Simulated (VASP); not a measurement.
# P5N3 (Im-3m) in VASP: a series of runs

The runs below take P5N3 through single point, relaxation of cell and atoms, with PBE.

Program: VASP 6.6.1. These are calculated values, not measurements. Logs are shortened: lines on timing, memory, paths and dates and some standing lists are left out, and cuts for length are marked.

### 1 The cell of the first run

It takes space group Im-3m (No. 229, cubic). The conventional cell has a = 5.565 Å, b = 5.565 Å, c = 5.565 Å, α = 90.00°, β = 90.00°, γ = 90.00°. Within 3.2 Å of P (site symmetry m-3m) lie 8 P at 2.41 Å and 6 N at 2.78 Å. Within 3.2 Å of P (site symmetry -3m) lie 8 P at 2.41 to 2.78 Å and 6 N at 2.41 Å. N (site symmetry 4/mmm) has 10 P at 2.41 to 2.78 Å and 4 N at 2.78 Å within 3.2 Å.

### 2 Single point, PBE

Input file INCAR:

```
SYSTEM = P5N3
PREC = Accurate ; ENCUT = 520
EDIFF = 1E-6 ; ISMEAR = 0
SIGMA = 0.1 ; LREAL = .FALSE.
LASPH = .TRUE. ; NELM = 100
ALGO = Normal ; ISIF = 2
LWAVE = .FALSE. ; LCHARG = .FALSE.
GGA = PE ; NBANDS = 30
```

Input file KPOINTS:

```
Automatic mesh
0
G
  10 10 10
  0 0 0
```

Input file POSCAR:

```
P5N3
1.0
   -2.7825075313      2.7825075313      2.7825075313
    2.7825075313     -2.7825075313      2.7825075313
    2.7825075313      2.7825075313     -2.7825075313
P N
5 3
Direct
    0.0000000000      0.0000000000      0.0000000000
    0.0000000000      0.0000000000      0.5000000000
    0.0000000000      0.5000000000      0.0000000000
    0.5000000000      0.0000000000      0.0000000000
    0.5000000000      0.5000000000      0.5000000000
    0.0000000000      0.5000000000      0.5000000000
    0.5000000000      0.5000000000      0.0000000000
    0.5000000000      0.0000000000      0.5000000000
```

Potentials or basis: VASP PAW PBE potentials, release 64 (P, N).

Started as:

```console
cat potpaw_PBE.64/P/POTCAR potpaw_PBE.64/N/POTCAR > POTCAR
mpirun -np 1 vasp_std > vasp.out
```

OUTCAR:

```text
SYSTEM = P5N3
   PREC = Accurate
   ENCUT = 520
   EDIFF = 1E-6
   ISMEAR = 0
   LREAL = .FALSE.
   LASPH = .TRUE.
   NELM = 100
   ISIF = 2
   GGA = PE

 ion  position               nearest neighbor table
   1  0.000  0.000  0.000-   2 2.41   3 2.41   4 2.41   5 2.41   2 2.41   3 2.41   4 2.41   5 2.41

   2  0.000  0.000  0.500-   1 2.41   1 2.41   4 2.78   5 2.78   3 2.78   3 2.78   4 2.78   5 2.78

   3  0.000  0.500  0.000-   1 2.41   1 2.41   4 2.78   5 2.78   2 2.78   2 2.78   5 2.78   4 2.78

   4  0.500  0.000  0.000-   1 2.41   1 2.41   3 2.78   5 2.78   5 2.78   2 2.78   2 2.78   3 2.78

   5  0.500  0.500  0.500-   1 2.41   1 2.41   3 2.78   4 2.78   4 2.78   3 2.78   2 2.78   2 2.78

   6  0.000  0.500  0.500-
   7  0.500  0.500  0.000-
   8  0.500  0.000  0.500-

  LATTYP: Found a body centered cubic cell.
 ALAT       =     5.5650150626

  Lattice vectors:

 A1 = (  -2.7825075313,   2.7825075313,   2.7825075313)
 A2 = (   2.7825075313,  -2.7825075313,   2.7825075313)
 A3 = (   2.7825075313,   2.7825075313,  -2.7825075313)

Analysis of symmetry for initial positions (statically):
=====================================================================
 Subroutine PRICEL returns:
 Original cell was already a primitive cell.

 Routine SETGRP: Setting up the symmetry group for a
 body centered cubic supercell.

 Subroutine GETGRP returns: Found 48 space group operations
 (whereof 48 operations were pure point group operations)
 out of a pool of 48 trial point group operations.

The static configuration has the point symmetry O_h .

Analysis of symmetry for dynamics (positions and initial velocities):
=====================================================================
 Subroutine PRICEL returns:
 Original cell was already a primitive cell.

 Routine SETGRP: Setting up the symmetry group for a
 body centered cubic supercell.

 Subroutine GETGRP returns: Found 48 space group operations
 (whereof 48 operations were pure point group operations)
 out of a pool of 48 trial point group operations.

The dynamic configuration has the point symmetry O_h .

 Subroutine INISYM returns: Found 48 space group operations
 (whereof 48 operations are pure point group operations),
 and found     1 'primitive' translations

----------------------------------------------------------------------------------------

                                     Primitive cell

  volume of cell :      86.1726

  direct lattice vectors                    reciprocal lattice vectors
    -2.782507531  2.782507531  2.782507531     0.000000000  0.179694033  0.179694033
     2.782507531 -2.782507531  2.782507531     0.179694033  0.000000000  0.179694033
     2.782507531  2.782507531 -2.782507531     0.179694033  0.179694033  0.000000000

  length of vectors
     4.819444417  4.819444417  4.819444417     0.254125738  0.254125738  0.254125738

  position of ions in fractional coordinates (direct lattice)
     0.000000000  0.000000000  0.000000000
     0.000000000  0.000000000  0.500000000
     0.000000000  0.500000000  0.000000000
     0.500000000  0.000000000  0.000000000
     0.500000000  0.500000000  0.500000000
     0.000000000  0.500000000  0.500000000
     0.500000000  0.500000000  0.000000000
     0.500000000  0.000000000  0.500000000

  ion indices of the primitive-cell ions
   primitive index   ion index
                 1           1
                 2           2
                 3           3
                 4           4
                 5           5
                 6           6
                 7           7
                 8           8

----------------------------------------------------------------------------------------

 KPOINTS: Automatic mesh

Automatic generation of k-mesh.
 Grid dimensions read from file:
 generate k-points for:   10   10   10

 Generating k-lattice:

  Cartesian coordinates                     Fractional coordinates (reciprocal lattice)
     0.000000000  0.017969403  0.017969403     0.100000000  0.000000000  0.000000000
     0.017969403  0.000000000  0.017969403     0.000000000  0.100000000  0.000000000
     0.017969403  0.017969403  0.000000000     0.000000000  0.000000000  0.100000000

  Length of vectors
     0.025412574  0.025412574  0.025412574

  Shift w.r.t. Gamma in fractional coordinates (k-lattice)
     0.000000000  0.000000000  0.000000000

 Subroutine IBZKPT returns following result:
 ===========================================

 Found     47 irreducible k-points:

 Following reciprocal coordinates:
            Coordinates               Weight
  0.000000  0.000000  0.000000      1.000000
  0.100000  0.000000  0.000000     12.000000
  0.200000  0.000000  0.000000     12.000000
  0.300000  0.000000  0.000000     12.000000
  0.400000  0.000000  0.000000     12.000000
  0.500000  0.000000  0.000000      6.000000
[... 16 lines left out ...]
  0.300000  0.300000  0.100000      8.000000
 -0.300000  0.300000  0.100000     24.000000
 [... further k-points ...]
   k-points           NKPTS =     47   k-points in BZ     NKDIM =     47   number of bands    NBANDS=     30
   number of dos      NEDOS =    301   number of ions     NIONS =      8
   total plane-waves  NPLWV =  46656
   dimension x,y,z NGX =    36 NGY =   36 NGZ =   36
   dimension x,y,z NGXF=    72 NGYF=   72 NGZF=   72
   ions per type =               5   3
   NGX,Y,Z   is equivalent  to a cutoff of  12.42, 12.42, 12.42 a.u.
   NGXF,Y,Z  is equivalent  to a cutoff of  24.84, 24.84, 24.84 a.u.
 SYSTEM =  P5N3
   PREC   = accura    normal or accurate (medium, high low for compatibility)
   ISTART =      0    job   : 0-new  1-cont  2-samecut
   ICHARG =      2    charge: 1-file 2-atom 10-const
   ISPIN  =      1    spin polarized calculation?
   LNONCOLLINEAR =      F non collinear calculations
   LSORBIT =      F    spin-orbit coupling
   LASPH  =      T    aspherical Exc in radial PAW
   ENCUT  =  520.0 eV  38.22 Ry    6.18 a.u.   8.96  8.96  8.96*2*pi/ulx,y,z
   NELM   =    100;   NELMIN=  2; NELMDL= -5     # of ELM steps
   EDIFF  = 0.1E-05   stopping-criterion for ELM
   LREAL  =      F    real-space projection
   EDIFFG = 0.1E-04   stopping-criterion for IOM
   NSW    =      0    number of steps for IOM
   IBRION =     -1    ionic relax: 0-MD 1-quasi-New 2-CG
   NFREE  =      0    steps in history (QN), initial steepest desc. (CG)
   ISIF   =      2    stress and relaxation
   ISYM   =      2    0-nonsym 1-usesym 2-fastsym
   POTIM  = 0.5000    time-step for ionic-motion
   TEBEG  =    0.0;   TEEND  =   0.0 temperature during run
   PSTRESS=    0.0 pullay stress
   NELECT =      40.0000    total number of electrons
   NUPDOWN=      -1.0000    fix difference up-down
   EMIN   =  10.00;   EMAX   =-10.00  energy-range for DOS
   EFERMI =   0.00;   METHOD = LEGACY
   ISMEAR =     0;   SIGMA  =   0.10  broadening in eV -4-tet -1-fermi 0-gaus
   EFERMI_NEDOS =   21; number of points for ismear=-14 and -15
   IALGO  =     38    algorithm
   IMIX   =      4    mixing-type and parameters
     AMIX     =   0.40;   BMIX     =  1.00
     AMIX_MAG =   1.60;   BMIX_MAG =  1.00
  volume/ion in A,a.u.               =      10.77        72.69
  Fermi-wavevector in a.u.,A,eV,Ry     =   1.267570  2.395359 21.860925  1.606733
  Thomas-Fermi vector in A             =   2.400711
   LORBIT       =      0    0 simple, 1 ext, 2 COOP (PROOUT), +10 PAW based schemes
   GGA     = PE    functional components
   LHFCALC =     F    Hartree Fock is set to
   AEXX    =    0.0000 exact exchange contribution
   IVDW    =     0    specifies the selected vdW correction
   LEPSILON=     F    determine dielectric tensor
   LRPA    =     F    only Hartree local field effects (RPA)
 non-spin polarized calculation
 Gauss-broadening in eV      SIGMA  =   0.10
  energy-cutoff  :      520.00
  volume of cell :       86.17
 maximum number of plane-waves:      2382
   NGX = 17   NGY = 17   NGZ = 17

 number of electron      40.0000001 magnetization

 Free energy of the ion-electron system (eV)
  ---------------------------------------------------
  ext. energy  EPLUGINS =         0.00000000
  ---------------------------------------------------
  free energy    TOTEN  =       -38.84089683 eV

  energy without entropy =      -38.82571226  energy(sigma->0) =      -38.83330455

 E-fermi :   9.9812     XC(G=0): -12.1719

 val. band max:        9.9667354613   @ k =  -0.4000   0.5000   0.3000
 cond. band min:      10.0019559912   @ k =  -0.2000   0.2000   0.1000
 fundamental gap:      0.0352205299
 Fermi energy:         9.9812225047

 k-point     1 :       0.0000    0.0000    0.0000
  band No.  band energies     occupation
      1      -8.4294      2.00000
      2      -3.4050      2.00000
      3      -3.4050      2.00000
      4      -1.5829      2.00000
      5       0.4555      2.00000
      6       0.4555      2.00000
[... 22 lines left out ...]
     29      15.3353      0.00000
     30      15.3353      0.00000

 k-point     2 :       0.1000    0.0000    0.0000
  band No.  band energies     occupation
      1      -8.3456      2.00000
      2      -3.5230      2.00000
      3      -3.4589      2.00000
      4      -1.8126      2.00000
      5      -0.1156      2.00000
      6      -0.0468      2.00000
[... 22 lines left out ...]
     29      15.0497      0.00000
     30      15.1661      0.00000

 k-point     3 :       0.2000    0.0000    0.0000
  band No.  band energies     occupation
      1      -8.0950      2.00000
      2      -3.9413      2.00000
      3      -3.5901      2.00000
      4      -2.3392      2.00000
      5      -0.6281      2.00000
      6      -0.4165      2.00000
[... 22 lines left out ...]
     29      14.9097      0.00000
     30      14.9575      0.00000

 k-point     4 :       0.3000    0.0000    0.0000
  band No.  band energies     occupation
      1      -7.6808      2.00000
      2      -4.6879      2.00000
      3      -3.7356      2.00000
      4      -2.7440      2.00000
      5      -1.0577      2.00000
      6      -0.6439      2.00000
[... 22 lines left out ...]
     29      14.4208      0.00000
     30      14.7674      0.00000

 k-point     5 :       0.4000    0.0000    0.0000
  band No.  band energies     occupation
      1      -7.1102      2.00000
      2      -5.5621      2.00000
      3      -3.8427      2.00000
      4      -2.9500      2.00000
      5      -1.3182      2.00000
      6      -0.8809      2.00000
[... 22 lines left out ...]
     29      14.4498      0.00000
     30      14.5841      0.00000
[... 526 lines left out ...]
     29      13.9482      0.00000
     30      14.3605      0.00000

 k-point    22 :      -0.2000    0.2000    0.1000
  band No.  band energies     occupation
      1      -8.0118      2.00000
      2      -3.9898      2.00000
      3      -3.6788      2.00000
      4      -2.2387      2.00000
      5      -1.2228      2.00000
      6      -1.0060      2.00000
[... 22 lines left out ...]
     29      14.8686      0.00000
     30      14.9294      0.00000

 k-point    23 :       0.3000    0.3000    0.1000
  band No.  band energies     occupation
      1      -5.7783      2.00000
      2      -5.7783      2.00000
      3      -5.5423      2.00000
      4      -4.1960      2.00000
      5      -0.0507      2.00000
      6      -0.0507      2.00000
[... 22 lines left out ...]
     29      14.3415      0.00000
     30      14.4557      0.00000

 k-point    24 :      -0.3000    0.3000    0.1000
  band No.  band energies     occupation
      1      -7.5988      2.00000
      2      -4.6493      2.00000
      3      -3.9146      2.00000
      4      -2.5587      2.00000
      5      -1.6486      2.00000
      6      -0.9036      2.00000
[... 22 lines left out ...]
     29      14.3815      0.00000
     30      14.9521      0.00000

 [... further k-points ...]
[... 5 lines left out ...]
  --------------------------------------------------------------------------------------
  -------------------------------------------------------------------------------------
  Total       -0.1370848     -0.1370848     -0.1370848     -0.0000000     -0.0000000     -0.0000000
  in kB       -2.5487720     -2.5487720     -2.5487720     -0.0000000     -0.0000000     -0.0000000
  external PRESSURE =      -2.5487720 kB  Pullay stress =       0.0000000 kB

 VOLUME and BASIS-vectors are now :
 -----------------------------------------------------------------------------
  energy-cutoff  :      520.00
  volume of cell :       86.17
      direct lattice vectors                 reciprocal lattice vectors
    -2.782507531  2.782507531  2.782507531     0.000000000  0.179694033  0.179694033
     2.782507531 -2.782507531  2.782507531     0.179694033  0.000000000  0.179694033
     2.782507531  2.782507531 -2.782507531     0.179694033  0.179694033  0.000000000

 POSITION                                       TOTAL-FORCE (eV/Angst)
 -----------------------------------------------------------------------------------
      0.00000      0.00000      0.00000        -0.000000     -0.000000      0.000000
      1.39125      1.39125     -1.39125        -0.000000      0.000000      0.000000
      1.39125     -1.39125      1.39125        -0.000000      0.000000      0.000000
     -1.39125      1.39125      1.39125        -0.000000     -0.000000      0.000000
      1.39125      1.39125      1.39125        -0.000000     -0.000000      0.000000
      2.78251      0.00000      0.00000        -0.000000     -0.000000      0.000000
      0.00000      0.00000      2.78251         0.000000     -0.000000      0.000000
      0.00000      2.78251      0.00000         0.000000      0.000000     -0.000000
 -----------------------------------------------------------------------------------
    total drift:                                0.000000      0.000000     -0.000000

  FREE ENERGIE OF THE ION-ELECTRON SYSTEM (eV)
  ---------------------------------------------------
  free  energy   TOTEN  =       -38.8408968263 eV

  energy  without entropy=      -38.8257122646  energy(sigma->0) =      -38.83330455
```

It took 76 s on 1 thread of Intel Xeon Platinum 8488C (Sapphire Rapids), shared host; peak memory 0.24 GiB.

What came out:

```
Free energy            : -38.8409 eV
Pressure               : -0.3 GPa
Band gap on the k mesh : zero (band 20 reaches 10.51 eV, above the bottom of band 21 at 9.46 eV)
```

Levels at points of the mesh, in eV from the Fermi level:
```csv
k point,band 16,band 17,band 18,band 19,band 20,band 21,band 22,band 23,band 24,band 25
"(0.00, 0.00, 0.00)",-2.69,-2.69,0.44,0.44,0.44,4.01,4.01,4.03,4.03,4.03
"(0.50, 0.00, 0.00)",-2.73,-2.34,-1.27,-1.18,-0.90,-0.35,0.29,1.38,1.51,2.28
"(0.50, 0.50, 0.50)",-1.17,-0.82,-0.82,-0.82,-0.32,-0.32,-0.32,2.11,2.11,2.11
```

(Part 1 of 2 ends here.)
